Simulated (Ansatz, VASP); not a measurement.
Two plane-wave programs on CdSe

The input INCAR:

```
PREC     = Accurate       # precision mode
ENCUT    = 600            # plane-wave cutoff, eV
EDIFF    = 1E-6           # SCF threshold, eV
ISMEAR   = -1             # smearing method
SIGMA    = 0.1            # smearing width, eV
LREAL    = False          # projectors in reciprocal space
LASPH    = True           # aspherical terms in the spheres
NELM     = 60             # most SCF steps
ALGO     = Normal         # electronic algorithm
ISIF     = 3              # what is computed and relaxed
LWAVE    = False          # write WAVECAR
LCHARG   = False          # write CHGCAR
GGA      = PE             # functional
IBRION   = 2              # ionic algorithm
NSW      = 60             # ionic steps
EDIFFG   = -0.005         # ionic threshold
```

The input KPOINTS:

```
Automatic mesh
0
Gamma
  11 11 11
```

File POSCAR:

```
CdSe
1.0
    0.0000000000      3.1053142479      3.1053142479
    3.1053142479      0.0000000000      3.1053142479
    3.1053142479      3.1053142479      0.0000000000
Cd Se
1 1
Direct
    0.0000000000      0.0000000000      0.0000000000
    0.2500000000      0.2500000000      0.2500000000
```

Input for Ansatz:

```yaml
crystal:
  lattice:
    - [0.0, 3.1053142479, 3.1053142479]
    - [3.1053142479, 0.0, 3.1053142479]
    - [3.1053142479, 3.1053142479, 0.0]
  atoms:
    - { symbol: Cd, position: [0.0, 0.0, 0.0] }
    - { symbol: Se, position: [0.25, 0.25, 0.25] }
kpoints:
  mp_grid: { grid: [11, 11, 11] }
scf:
  occupations: { method: fermi_dirac, width: 0.1 }
hamiltonian:
  xc: pbe
  pseudopotentials: { kind: paw }
output:
  forces: true
  stress: true
relax:
  f_tol: 0.005
  max_steps: 40
  cell: {}
```

Alike in both runs: task relaxation of cell and atoms; functional PBE; k mesh 11 × 11 × 11; occupations fermi-dirac, width 0.1 eV; no spin polarisation.

|  | VASP | Ansatz |
| --- | --- | --- |
| version | VASP 6.6.1 | Ansatz 0.2.0 |
| potentials or method | VASP PAW PBE potentials, release 64 (Cd, Se) | PAW with Ansatz's default frozen-core files, scalar-relativistic |
| plane-wave cutoff (eV) | 600 | 420 |
| valence electrons in the cell | 18 | 36 |

|  | VASP | Ansatz | Ansatz less VASP |
| --- | --- | --- | --- |
| relaxed volume (Å³/atom) | 29.88 | 29.74 | -0.140 |
| relaxed cell length with the largest relative difference (Å) | 4.388 | 4.381 | -0.0069 |

VASP's potentials hold 18 valence electrons a cell and Ansatz's 36, so a difference there can come from the potentials and not from the codes.
